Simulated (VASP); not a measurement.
Wanted: the native input for a VASP 6.6.1 run.

- Task: single point
- Functional: PBE
- Potentials or basis: VASP PAW PBE potentials, release 64 (Au)
- Cutoff: 520 eV
- k mesh: 15 × 15 × 14
- Occupations: fermi-dirac, width 0.08 eV
- Spin: no spin polarisation
- Dipole correction: no
- Further INCAR settings: ALGO = Normal; EDIFF = 1e-06; NBANDS = 12

The structure of Au lies in POSCAR:

```
Au
1.0
    2.5016451178      0.0000000000      0.0000000000
   -1.2508225589      2.1664882233      0.0000000000
    0.0000000000      0.0000000000      2.4271870962
Au
1
Direct
    0.0000000000      0.0000000000      0.0000000000
```

One way to write it, as run:

INCAR

```
SYSTEM = Au
PREC = Accurate ; ENCUT = 520
EDIFF = 1E-6 ; ISMEAR = -1
SIGMA = 0.08 ; LREAL = .False.
LASPH = .True. ; NELM = 100
ALGO = Normal ; ISIF = 2
LWAVE = .False. ; LCHARG = .False.
GGA = PE ; NBANDS = 12
```

KPOINTS

```
Automatic mesh
0
Gamma
  15 15 14
  0 0 0
```

Potentials or basis: VASP PAW PBE potentials, release 64 (Au).

Launch:

```console
$ cat potpaw_PBE.64/Au/POTCAR > POTCAR
$ mpirun -np 1 vasp_std > vasp.out
```

It gave:

```json
{
  "Pressure": "140.3 GPa"
}
```

Wall time 14 s on 1 thread of Intel(R) Xeon(R) Platinum 8559C (Emerald Rapids), with other jobs on the host, peak memory 0.15 GiB.
